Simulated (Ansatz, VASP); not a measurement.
**Zr3S2: VASP beside Ansatz**

INCAR

```
  PREC = Accurate
  ENCUT = 600
  EDIFF = 1E-6
  ISMEAR = 0
  SIGMA = 0.1
  LREAL = F
  LASPH = T
  NELM = 80
  ALGO = Normal
  ISIF = 3
  LWAVE = F
  LCHARG = F
  GGA = PE
  IBRION = 2
  NSW = 90
  EDIFFG = -0.04
```

File KPOINTS:

```
Automatic mesh
0
Gamma
  4 4 4
```

The input POSCAR:

```
Zr3S2
1.0
   -2.9275076000      3.0477756200      3.0741508600
    2.9275076000     -3.0477756200      3.0741508600
    2.9275076000      3.0477756200     -3.0741508600
Zr S
3 2
Direct
    0.7637036300      0.7637036300      0.0000000000
    0.2362963700      0.2362963700      0.0000000000
    0.0000000000      0.5000000000      0.5000000000
    0.2737244200      0.0000000000      0.2737244200
    0.7262755800      0.0000000000      0.7262755800
```

Input for Ansatz:

```yaml
crystal:
  lattice:
    - [-2.9275076, 3.04777562, 3.07415086]
    - [2.9275076, -3.04777562, 3.07415086]
    - [2.9275076, 3.04777562, -3.07415086]
  atoms:
    - { symbol: Zr, position: [0.76370363, 0.76370363, 0.0] }
    - { symbol: Zr, position: [0.23629637, 0.23629637, 0.0] }
    - { symbol: Zr, position: [0.0, 0.5, 0.5] }
    - { symbol: S, position: [0.27372442, 0.0, 0.27372442] }
    - { symbol: S, position: [0.72627558, 0.0, 0.72627558] }
basis:
  ecutwfc: 420
kpoints:
  mp_grid: { grid: [4, 4, 4] }
hamiltonian:
  xc: pbe
scf:
  occupations: { method: gaussian, width: 0.1 }
  lower_state_search: "off"
output:
  forces: true
  stress: true
  eigenvalues: true
relax:
  adjacent_minimum: "off"
  f_tol: 0.04
  max_steps: 70
  cell: { stress_tol: 0.4 }
```

Alike in both runs: task relaxation of cell and atoms; functional PBE; k mesh 4 × 4 × 4; occupations gaussian, width 0.1 eV; no spin polarisation.

|  | VASP | Ansatz |
| --- | --- | --- |
| version | VASP 6.6.1 | Ansatz 0.2.0 |
| potentials or method | VASP PAW PBE potentials, release 64 (Zr_sv, S), cutoff 600 eV | scalar-relativistic, plane waves, PAW |
| valence electrons in the cell | 48 | 48 |

|  | VASP | Ansatz | Ansatz less VASP |
| --- | --- | --- | --- |
| gap on the k mesh at the Fermi level, each at its own relaxed structure (eV) | none | none | - |
| relaxed volume (Å³/atom) | 18.85 | 18.44 | -0.406 |
| relaxed length of the cell vector where the two differ most in proportion (Å) | 5.596 | 5.446 | -0.1502 |

A gap of «none» marks a metal or a gap that the smearing closes.

The k mesh is coarse, so the values compare programs but aren't converged.
